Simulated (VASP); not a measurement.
HfO2, 15 atoms in the cell. The cell holds an amorphous packing of atoms, 15 atoms: a = 5.863 Å, b = 5.416 Å, c = 5.761 Å, α = 90.41°, β = 93.48°, γ = 87.37°. 

```yaml
Program: VASP 6.6.1
Task: single point
Functional: PBE
Potentials_or_basis: VASP PAW PBE potentials, release 64 (Hf_pv, O)
Cutoff: 520 eV
k_mesh: 1 × 1 × 1
Occupations: fermi-dirac, width 0.2585 eV
Spin: no spin polarisation
Dipole_correction: no
Further_INCAR_settings: LREAL = Auto; ALGO = Normal; EDIFF = 1e-06; NBANDS = 68; ISYM = 0
```

Potentials or basis: VASP PAW PBE potentials, release 64 (Hf_pv, O).

Run with:

```bash
$ cat potpaw_PBE.64/Hf_pv/POTCAR potpaw_PBE.64/O/POTCAR > POTCAR
$ mpirun -np 1 vasp_gam > vasp.out
```

Hardware: 1 thread of AMD EPYC 7R13, on a shared host.

**Question.** Estimate the wall time of this run.

**Answer.** Run time: 72 s on 1 thread of AMD EPYC 7R13, on a shared host, peak memory 0.24 GiB. Counts: scf iterations 16, k points 1.
